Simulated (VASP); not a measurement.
Set up this calculation in VASP 6.6.1, as the native input.

- Task: single point
- Functional: PBEsol
- Potentials or basis: VASP PAW PBE potentials, release 64 (Li_sv)
- Cutoff: 520 eV
- k mesh: 2 × 2 × 2
- Occupations: fermi-dirac, width 0.16 eV
- Spin: no spin polarisation
- Dipole correction: no
- Further INCAR settings: LREAL = Auto; ALGO = Normal; EDIFF = 1e-06; NBANDS = 38

The structure of Li lies in POSCAR:

```
Li
1.0
    7.0944470000      0.0000000000      0.0000000000
    0.0000000000      7.0944470000      0.0000000000
    0.0000000000      0.0000000000      7.0944470000
Li
16
Direct
   -0.0241738362     -0.0710696690     -0.0623727262
    0.5405777223     -0.0781315302     -0.0827971511
    0.0198183171      0.3780139594      0.1610132545
    0.0392419592      0.1090289349      0.5024775011
    0.2528315456      0.1119467099      0.0554659158
    0.5436787392      0.5718134197      0.1105512523
    0.4173404918     -0.0755379524      0.2705073419
    0.7491774905      0.2866890118      0.1943209950
    0.0010712604      0.6419386881      0.7020279382
    0.1815222525      0.7175753093      0.2440641251
    0.3734470072      0.4054720544      0.6277726791
    0.4170021990      0.2944697451      0.3789160734
    0.8605744747      0.7832041032      0.2540296657
    0.8018102045      0.3027297265      0.7104711615
    0.2372700790      1.0034749713      0.6752605242
    0.5794813888      0.6638854304      0.4752872211
```

These files were run (other wordings do the same):

INCAR

```
SYSTEM = Li
PREC = Accurate
ENCUT = 520
EDIFF = 1E-6
ISMEAR = -1
SIGMA = 0.16
LREAL = Auto
LASPH = .TRUE.
NELM = 60
ALGO = Normal
ISIF = 2
LWAVE = .FALSE.
LCHARG = .FALSE.
GGA = PS
NBANDS = 38
```

KPOINTS

```
Automatic mesh
0
G
  2 2 2
  0 0 0
```

Potentials or basis: VASP PAW PBE potentials, release 64 (Li_sv).

Launch:

```sh
$ cat potpaw_PBE.64/Li_sv/POTCAR > POTCAR
$ mpirun -np 1 vasp_std > vasp.out
```

It gave:

```
Largest force          : 1.904 eV/Å
Band gap on the k mesh : zero (bands 24 and 25 overlap by 0.56 eV)
```

Caveat: the k points lie up to 0.44 Å⁻¹ apart, too coarse for converged energies and pressures of a metal; the PAW data sets were made with another functional, which shifts forces and pressure a little.

It took 110 s on 1 thread of Intel(R) Xeon(R) Platinum 8488C (Sapphire Rapids), with other jobs on the host, peak memory 0.36 GiB.
